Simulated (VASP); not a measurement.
Here is a VASP 6.6.1 calculation.

File POSCAR:

```
LiSi16
1.0
    0.0000000000      5.4300000000      5.4300000000
    5.4300000000      0.0000000000      5.4300000000
    5.4300000000      5.4300000000      0.0000000000
Si Li
16 1
Direct
   -0.0044209024      0.0005404236     -0.0000019337
    0.1056430018      0.1318190608      0.1313562615
   -0.0043200737      0.0005060773      0.5040149171
    0.1286762431      0.1189502762      0.6262712707
   -0.0043806630      0.5043913444      0.0000767956
    0.1281580110      0.6268355433      0.1187055249
    0.0181860037      0.4942963168      0.4938762431
    0.1281450276      0.6268448435      0.6264787293
    0.4778265193      0.0074734807      0.0073480663
    0.6222215470      0.1212340700      0.1209244936
    0.5053910681     -0.0154312155      0.5051133517
    0.6223263352      0.1212650092      0.6355847145
    0.5046997238      0.5054455801     -0.0150964088
    0.6222905157      0.6357089319      0.1210641805
    0.5046643646      0.5054431860      0.5051251381
    0.6478407919      0.6172238490      0.6175151934
    0.4611326888      0.3461448435      0.3464120626
```

The input INCAR.step1:

```
SYSTEM = LiSi16
PREC = Accurate ; ENCUT = 520
ISMEAR = 0 ; SIGMA = 0.05
LREAL = Auto ; LASPH = .True.
NELM = 60 ; NELECT = 66.0
NBANDS = 48 ; GGA = PE
ALGO = Normal ; EDIFF = 1E-4
LWAVE = .True. ; LCHARG = .False.
```

File INCAR.step2:

```
SYSTEM = LiSi16
PREC = Accurate ; ENCUT = 520
EDIFF = 1E-6 ; ISMEAR = 0
SIGMA = 0.05 ; LREAL = Auto
LASPH = .True. ; NELM = 60
ALGO = Normal ; ISIF = 2
LWAVE = .False. ; LCHARG = .False.
METAGGA = R2SCAN ; LMIXTAU = .True.
NELECT = 66.0 ; NBANDS = 48
ISTART = 1
```

Contents of KPOINTS:

```
Automatic mesh
0
Gamma
  2 2 2
  0 0 0
```

Potentials or basis: VASP PAW PBE potentials, release 64 (Si, Li_sv).

Launch:

```sh
$ cat potpaw_PBE.64/Si/POTCAR potpaw_PBE.64/Li_sv/POTCAR > POTCAR
$ cp INCAR.step1 INCAR
$ mpirun -np 1 vasp_std > vasp.out
$ cp INCAR.step2 INCAR
$ mpirun -np 1 vasp_std > vasp.out
```

Question: Predict the largest force.

Answer: 0.831 eV/Å.

Forces on the atoms (eV/Å):
```
Si  -0.024  0.022  0.024
Si  -0.049  0.046  0.035
Si  -0.020  0.022  0.025
Si  -0.030  0.034  0.021
Si  -0.021  0.023  0.018
Si  -0.027  0.022  0.037
Si  -0.012  0.007 -0.007
Si  -0.021  0.030  0.036
Si  -0.062  0.062  0.065
Si   0.006  0.052  0.047
Si  -0.039  0.033  0.030
Si  -0.047  0.000  0.044
Si  -0.059  0.030  0.045
Si  -0.041  0.042 -0.002
Si  -0.034  0.056  0.048
Si  -0.001  0.006  0.006
Li   0.480 -0.487 -0.472
```

Caveat: the k points lie up to 0.50 Å⁻¹ apart; the cell carries a net charge on a neutralising background, which shifts energy and pressure; the PAW data sets were made with another functional, which shifts forces and pressure a little.
